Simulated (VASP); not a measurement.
# TiB2 (P6/mmm) in VASP: a series of runs, part 2 of 2

VASP 6.6.1. Earlier steps stand in the parts before.

**4. Relaxation of cell and atoms, r2SCAN**

This run uses another cell than the first one, of 8.55 Å³/atom.

The input, POSCAR:

```
TiB2
1.0
    3.0292000000      0.0000000000      0.0000000000
   -1.5146000000      2.6233641531      0.0000000000
    0.0000000000      0.0000000000      3.2284000000
Ti B
1 2
Direct
    0.0000000000      0.0000000000      0.0000000000
    0.3333333333      0.6666666667      0.5000000000
    0.6666666667      0.3333333333      0.5000000000
```

The input, INCAR.step1:

```
SYSTEM = TiB2
ALGO     = Normal         ! electronic algorithm
EDIFF    = 1E-4           ! SCF threshold, eV
ENCUT    = 600            ! plane-wave cutoff, eV
GGA      = PE             ! functional
ISMEAR   = -1             ! smearing method
LASPH    = .TRUE.         ! aspherical terms in the spheres
LCHARG   = .FALSE.        ! write CHGCAR
LREAL    = .FALSE.        ! projectors in reciprocal space
LWAVE    = .TRUE.         ! write WAVECAR
NELM     = 80             ! most SCF steps
PREC     = Accurate       ! precision mode
SIGMA    = 0.05           ! smearing width, eV
```

The input, INCAR.step2:

```
SYSTEM = TiB2
ALGO     = Normal         ! electronic algorithm
EDIFF    = 1E-6           ! SCF threshold, eV
EDIFFG   = -0.005         ! ionic threshold
ENCUT    = 600            ! plane-wave cutoff, eV
IBRION   = 2              ! ionic algorithm
ISIF     = 3              ! what is computed and relaxed
ISMEAR   = -1             ! smearing method
ISTART   = 1            
LASPH    = .TRUE.         ! aspherical terms in the spheres
LCHARG   = .FALSE.        ! write CHGCAR
LMIXTAU  = .TRUE.       
LREAL    = .FALSE.        ! projectors in reciprocal space
LWAVE    = .FALSE.        ! write WAVECAR
METAGGA  = R2SCAN         ! meta-GGA
NELM     = 80             ! most SCF steps
NSW      = 70             ! ionic steps
PREC     = Accurate       ! precision mode
SIGMA    = 0.05           ! smearing width, eV
```

The input, KPOINTS:

```
k-points
0
G
  14 14 11
  0 0 0
```

Potentials or basis: VASP PAW PBE potentials, release 64 (Ti_sv, B).

Launch:

```sh
cat potpaw_PBE.64/Ti_sv/POTCAR potpaw_PBE.64/B/POTCAR > POTCAR
cp INCAR.step1 INCAR
mpirun -np 1 vasp_std > vasp.out
cp INCAR.step2 INCAR
mpirun -np 1 vasp_std > vasp.out
```

OUTCAR:

```text
SYSTEM = TiB2
   EDIFF = 1E-6
   EDIFFG = -0.005
   ENCUT = 600
   IBRION = 2
   ISIF = 3
   ISMEAR = -1
   ISTART = 1
   LASPH = .TRUE.
   LREAL = .FALSE.
   METAGGA = R2SCAN
   NELM = 80
   NSW = 70
   PREC = Accurate

 ion  position               nearest neighbor table
   1  0.000  0.000  0.000-   2 2.38   3 2.38   2 2.38   3 2.38   2 2.38   2 2.38   3 2.38   3 2.38
                             3 2.38   3 2.38   2 2.38   2 2.38
   2  0.333  0.667  0.500-   3 1.75   3 1.75   3 1.75   1 2.38   1 2.38   1 2.38   1 2.38   1 2.38
                             1 2.38
   3  0.667  0.333  0.500-   2 1.75   2 1.75   2 1.75   1 2.38   1 2.38   1 2.38   1 2.38   1 2.38
                             1 2.38

  LATTYP: Found a hexagonal cell.
 ALAT       =     3.0292000000
 C/A-ratio  =     1.0657599366

  Lattice vectors:

 A1 = (   3.0292000000,   0.0000000000,   0.0000000000)
 A2 = (  -1.5146000000,   2.6233641531,   0.0000000000)
 A3 = (   0.0000000000,   0.0000000000,   3.2284000000)

Analysis of symmetry for initial positions (statically):
=====================================================================
 Subroutine PRICEL returns:
 Original cell was already a primitive cell.

 Routine SETGRP: Setting up the symmetry group for a
 hexagonal supercell.

 Subroutine GETGRP returns: Found 24 space group operations
 (whereof 24 operations were pure point group operations)
 out of a pool of 24 trial point group operations.

[... 239 lines left out ...]

 Free energy of the ion-electron system (eV)
  ---------------------------------------------------
  ext. energy  EPLUGINS =         0.00000000
  ---------------------------------------------------
  free energy    TOTEN  =       -30.97655882 eV

  energy without entropy =      -30.97363998  energy(sigma->0) =      -30.97509940

 E-fermi :  10.1920     XC(G=0): -13.7511

 val. band max:       10.1745456174   @ k =   0.4286   0.1429   0.0000
 cond. band min:      10.2067076895   @ k =   0.0000   0.0000   0.3636
 fundamental gap:      0.0321620721
 Fermi energy:        10.1920121223

 k-point     1 :       0.0000    0.0000    0.0000
  band No.  band energies     occupation
      1     -49.2333      2.00000
      2     -24.5501      2.00000
      3     -24.2189      2.00000
      4     -24.2189      2.00000
      5      -4.3334      2.00000
      6       7.3856      2.00000
      7       7.3856      2.00000
      8       7.5515      2.00000
      9       7.9659      2.00000
     10      12.1481      0.00000
     11      12.1481      0.00000
     12      14.0184      0.00000
     13      14.0184      0.00000
[... 354 lines left out ...]
  band No.  band energies     occupation
      1     -49.1689      2.00000
      2     -24.5454      2.00000
      3     -24.4798      2.00000
      4     -24.4672      2.00000
      5       0.8561      2.00000
      6       1.1678      2.00000
      7       2.6677      2.00000
      8       7.7723      2.00000
      9       8.5677      2.00000
     10      11.1785      0.00000
     11      11.7855      0.00000
     12      12.4798      0.00000
     13      17.1325      0.00000

 [... further k-points ...]

------------------------ aborting loop because EDIFF is reached ----------------------------------------

  FORCE on cell =-STRESS in cart. coord.  units (eV):
  Direction    XX          YY          ZZ          XY          YZ          ZX
  --------------------------------------------------------------------------------------
  -------------------------------------------------------------------------------------
  Total        0.0022220      0.0022220      0.0017763      0.0000000     -0.0000000      0.0000000
  in kB        0.1389535      0.1389535      0.1110784      0.0000000     -0.0000000      0.0000000
  external PRESSURE =       0.1296618 kB  Pullay stress =       0.0000000 kB
[... 18 lines left out ...]
  FREE ENERGIE OF THE ION-ELECTRON SYSTEM (eV)
  ---------------------------------------------------
  free  energy   TOTEN  =       -30.9765588230 eV

  energy  without entropy=      -30.9736399786  energy(sigma->0) =      -30.97509940

 reached required accuracy - stopping structural energy minimisation
```

OUTCAR.step1:

```text
SYSTEM = TiB2
   EDIFF = 1E-4
   ENCUT = 600
   GGA = PE
   ISMEAR = -1
   LASPH = .TRUE.
   LREAL = .FALSE.
   NELM = 80
[... 609 lines left out ...]
      0.00000      0.00000      0.00000        -0.000000      0.000000      0.000000
     -0.00000      1.74891      1.61420        -0.000000      0.000000      0.000000
      1.51460      0.87445      1.61420         0.000000      0.000000      0.000000
 -----------------------------------------------------------------------------------
    total drift:                               -0.000000      0.000000     -0.000000

  FREE ENERGIE OF THE ION-ELECTRON SYSTEM (eV)
  ---------------------------------------------------
  free  energy   TOTEN  =       -24.4328203537 eV

  energy  without entropy=      -24.4298190142  energy(sigma->0) =      -24.43131968
```

Run time: 2.3 min. Hardware: 1 thread of Intel Xeon 6975P-C (Granite Rapids), shared host; peak memory 0.2 GiB.

What came out:

- Free energy: -30.9766 eV
- Relaxed volume: 8.54 Å³/atom
- Relaxed cell: a = 3.028 Å, b = 3.028 Å, c = 3.227 Å, α = 90.00°, β = 90.00°, γ = 120.00°
- Space group after relaxing (to 0.1 Å): P6/mmm (No. 191)
- Energy gained by relaxing: 0.0 meV/atom
- Ionic steps: 3
- Pressure after relaxing: 0.0 GPa
- Band gap on the k mesh: zero (bands 9 and 10 overlap by 0.67 eV)

Final structure:
```xyz
3
Lattice="3.0277 0.0000 0.0000 -1.5138 2.6220 0.0000 0.0000 0.0000 3.2273" Properties=species:S:1:pos:R:3 pbc="T T T"
Ti    0.0000    0.0000    0.0000
B     0.0000    1.7480    1.6137
B     1.5138    0.8740    1.6137
```

Caveat: the PAW data sets were made with another functional, which shifts forces and pressure a little.

**5. Relaxation of cell and atoms, r2SCAN**

This run uses another cell than the first one, of 8.55 Å³/atom.

POSCAR is that of step 4.

The input, INCAR.step1:

```
PREC = Accurate ; ENCUT = 600
ISMEAR = -1 ; SIGMA = 0.05
LREAL = F ; LASPH = T
NELM = 100 ; GGA = PE
ALGO = Normal ; EDIFF = 1E-4
LWAVE = T ; LCHARG = F
```

The input, INCAR.step2:

```
PREC = Accurate ; ENCUT = 600
EDIFF = 1E-6 ; ISMEAR = -1
SIGMA = 0.05 ; LREAL = F
LASPH = T ; NELM = 100
ALGO = Normal ; ISIF = 3
LWAVE = F ; LCHARG = F
METAGGA = R2SCAN ; LMIXTAU = T
IBRION = 2 ; NSW = 70
EDIFFG = -0.005 ; ISTART = 1
```

The input, KPOINTS:

```
regular mesh
0
Gamma
  14 14 11
```

Launch:

```sh
cat potpaw_PBE.64/Ti_sv/POTCAR potpaw_PBE.64/B/POTCAR > POTCAR
cp INCAR.step1 INCAR
mpirun -np 1 vasp_std > vasp.out
cp INCAR.step2 INCAR
mpirun -np 1 vasp_std > vasp.out
```

Wall time 2.5 min (1 thread of Intel Xeon 6975P-C (Granite Rapids), shared host); peak memory 0.2 GiB.

The run converged. Its results:

```yaml
Free_energy: -30.9766 eV
Relaxed_volume: 8.54 Å³/atom
Relaxed_cell: a = 3.028 Å, b = 3.028 Å, c = 3.227 Å, α = 90.00°, β = 90.00°, γ = 120.00°
Space_group_after_relaxing_to_0.1_Å: P6/mmm (No. 191)
Energy_gained_by_relaxing: 0.0 meV/atom
Ionic_steps: 3
Pressure_after_relaxing: 0.0 GPa
Band_gap_on_the_k_mesh: zero (bands 9 and 10 overlap by 0.67 eV)
```

Final structure:
```
CELL_PARAMETERS angstrom
3.02768 0.00000 0.00000
-1.51384 2.62204 0.00000
0.00000 0.00000 3.22734
ATOMIC_POSITIONS crystal
Ti 0.00000 0.00000 0.00000
B 0.33333 0.66667 0.50000
B 0.66667 0.33333 0.50000
```

Levels at points of the mesh, in eV from the Fermi level:
| k point | band 7 | band 8 | band 9 | band 10 | band 11 | band 12 |
| --- | --- | --- | --- | --- | --- | --- |
| (0.00, 0.00, 0.00) | -2.81 | -2.64 | -2.23 | 1.96 | 1.96 | 3.83 |
| (0.50, 0.00, 0.00) | -3.58 | -3.50 | -2.41 | 1.36 | 2.85 | 3.35 |

Caveat: the PAW data sets were made with another functional, which shifts forces and pressure a little.
